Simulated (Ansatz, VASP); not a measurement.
ZnSe in VASP and in Ansatz

```
Zn Se
1.0
     0.00000    2.84487    2.78304
     2.84487    0.00000    2.78304
     2.84487    2.84487    0.00000
Zn Se
1 1
Direct
  0.00000 0.00000 0.00000
  0.25000 0.25000 0.25000
```

Change from the starting cell: strained cell.

Alike in both runs: functional PBEsol; k mesh 8 × 8 × 8; occupations gaussian, width 0.02 eV; no spin polarisation.

Ansatz relaxed the structure, and its values are those at the end. VASP's run is a single point on that final structure, the one shown.

|  | VASP | Ansatz |
| --- | --- | --- |
| version | VASP 6.6.1 | Ansatz 0.2.0 |
| potentials or method | VASP PAW PBE potentials, release 64 (Zn, Se), cutoff 500 eV | scalar-relativistic, plane waves, PAW |
| valence electrons in the cell | 18 | 28 |

```csv
,VASP,Ansatz,Ansatz less VASP
gap on the k mesh at the Fermi level (eV),1.16,1.15,-0.008
least direct gap on the mesh (eV),1.16,1.15,-0.008
pressure (GPa),-0.3,-0.5,-0.25
```

VASP's potentials were made for PBE, not for PBEsol, and Ansatz warns of the same on its side. The functional is the same, so the differences come from potentials, cutoffs and numerics. VASP's potentials hold 18 valence electrons a cell and Ansatz's 28, so a difference there can come from the potentials and not from the codes. Ansatz's warnings: stress scf threshold loose.
